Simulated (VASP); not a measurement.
Set up this calculation in VASP 6.6.1, as the native input.

```
Task                   : single point
Functional             : RPBE
Potentials or basis    : VASP PAW PBE potentials, release 64 (Ge_d)
Cutoff                 : 520 eV
k mesh                 : 9 × 9 × 9
Occupations            : tetrahedron
Spin                   : no spin polarisation
Dipole correction      : no
Further INCAR settings : ALGO = Normal; EDIFF = 1e-06; NBANDS = 21
```

The structure of Ge lies in POSCAR:

```
Ge
1.0
   -2.4958980000      2.6508630000      1.4369470000
    2.4958980000     -2.6508630000      1.4369470000
    2.4958980000      2.6508630000     -1.4369470000
Ge
2
Direct
    0.6671341332      0.9292542676      0.7601911989
    0.3382403568      0.1003300024      0.2604063211
```

The input as run:

INCAR

```
SYSTEM = Ge
PREC = Accurate
ENCUT = 520
EDIFF = 1E-6
ISMEAR = -4
SIGMA = 0.1
LREAL = .False.
LASPH = .True.
NELM = 60
ALGO = Normal
ISIF = 2
LWAVE = .False.
LCHARG = .False.
GGA = RP
NBANDS = 21
```

KPOINTS

```
Automatic mesh
0
Gamma
  9 9 9
  0 0 0
```

Potentials or basis: VASP PAW PBE potentials, release 64 (Ge_d).

Launch:

```bash
$ cat potpaw_PBE.64/Ge_d/POTCAR > POTCAR
$ mpirun -np 1 vasp_std > vasp.out
```

Results of the run:

```
Pressure               : 3.3 GPa
Largest force          : 0.019 eV/Å
Band gap on the k mesh : zero (band 14 reaches 8.56 eV, above the bottom of band 15 at 3.18 eV)
```

Caveat: the PAW data sets were made with another functional, which shifts forces and pressure a little.

It took 5.7 min on 1 thread of Intel Xeon 8259CL, with other jobs on the host, peak memory 0.35 GiB.
